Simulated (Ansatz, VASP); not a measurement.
Two plane-wave programs on ZnO

POSCAR

```
ZnO
1.0
    3.2794753228      0.0000000000      0.0000000000
   -1.6397376614      2.8401089406      0.0000000000
    0.0000000000      0.0000000000     28.8727940830
O Zn
6 6
Direct
    0.3333333333      0.6666666667      0.2597601042
    0.6666666667      0.3333333333      0.3514230456
    0.3333333333      0.6666666667      0.4430859869
    0.6666666667      0.3333333333      0.5347489283
    0.3333333333      0.6666666667      0.6264118697
    0.6666666667      0.3333333333      0.7180748110
    0.6666666667      0.3333333333      0.2819251890
    0.3333333333      0.6666666667      0.3735881303
    0.6666666667      0.3333333333      0.4652510717
    0.3333333333      0.6666666667      0.5569140131
    0.6666666667      0.3333333333      0.6485769544
    0.3333333333      0.6666666667      0.7402398958
```

INCAR.step1

```
PREC = Accurate ; ENCUT = 520
ISMEAR = 0 ; SIGMA = 0.05
LREAL = F ; LASPH = T
NELM = 100 ; LDIPOL = T
IDIPOL = 3 ; DIPOL = 0.5 0.5 0.500
NBANDS = 66 ; GGA = PE
ALGO = Normal ; EDIFF = 1E-4
LWAVE = T ; LCHARG = F
```

The input INCAR.step2:

```
PREC = Accurate ; ENCUT = 520
EDIFF = 1E-7 ; ISMEAR = 0
SIGMA = 0.05 ; LREAL = F
LASPH = T ; NELM = 100
ALGO = Normal ; ISIF = 2
LWAVE = F ; LCHARG = F
LDIPOL = T ; IDIPOL = 3
DIPOL = 0.5 0.5 0.500 ; METAGGA = R2SCAN
LMIXTAU = T ; NBANDS = 66
ISTART = 1
```

KPOINTS

```
regular mesh
0
Gamma
  9 9 1
```

Input for Ansatz:

```yaml
crystal:
  lattice:
    - [3.2794753228, 0.0, 0.0]
    - [-1.6397376614, 2.8401089406, 0.0]
    - [0.0, 0.0, 28.872794083]
  atoms:
    - { symbol: O, position: [0.3333333333, 0.6666666667, 0.2597601042] }
    - { symbol: Zn, position: [0.6666666667, 0.3333333333, 0.281925189] }
    - { symbol: O, position: [0.6666666667, 0.3333333333, 0.3514230456] }
    - { symbol: Zn, position: [0.3333333333, 0.6666666667, 0.3735881303] }
    - { symbol: O, position: [0.3333333333, 0.6666666667, 0.4430859869] }
    - { symbol: Zn, position: [0.6666666667, 0.3333333333, 0.4652510717] }
    - { symbol: O, position: [0.6666666667, 0.3333333333, 0.5347489283] }
    - { symbol: Zn, position: [0.3333333333, 0.6666666667, 0.5569140131] }
    - { symbol: O, position: [0.3333333333, 0.6666666667, 0.6264118697] }
    - { symbol: Zn, position: [0.6666666667, 0.3333333333, 0.6485769544] }
    - { symbol: O, position: [0.6666666667, 0.3333333333, 0.718074811] }
    - { symbol: Zn, position: [0.3333333333, 0.6666666667, 0.7402398958] }
basis:
  ecutwfc: 500
kpoints:
  mp_grid: { grid: [9, 9, 1] }
hamiltonian:
  xc: r2scan
scf:
  occupations: { method: gaussian, width: 0.05 }
output:
  forces: true
  stress: true
  eigenvalues: true
  write_density: true
  write_potential: true
  elf: true
  volumetric_format: npy
efield:
  axis: 3
  dipole_correction: true
  ramp_width: 0.04
```

Alike in both runs: task single point; functional r2SCAN; k mesh 9 × 9 × 1; occupations gaussian, width 0.05 eV; no spin polarisation.

|  | VASP | Ansatz |
| --- | --- | --- |
| version | VASP 6.6.1 | Ansatz 0.2.0 |
| potentials or method | VASP PAW PBE potentials, release 64 (O, Zn), cutoff 520 eV | scalar-relativistic, plane waves, PAW |
| valence electrons in the cell | 108 | 108 |

VASP gave:

```
gap on the k mesh at the Fermi level (eV) : none
rms of the force components (eV/Å)        : 0.437
```

**Question.** What did Ansatz give for the same quantities?

**Answer.** gap on the k mesh at the Fermi level (eV): none; rms of the force components (eV/Å): 0.445.

VASP's potentials were made for PBE, not for r2SCAN. A gap of «none» marks a metal or a gap that the smearing closes. With one functional, cell and mesh, what is left measures potentials, basis and numerics. Ansatz's warnings: vacuum below fermi, xc potential rough in thin density.
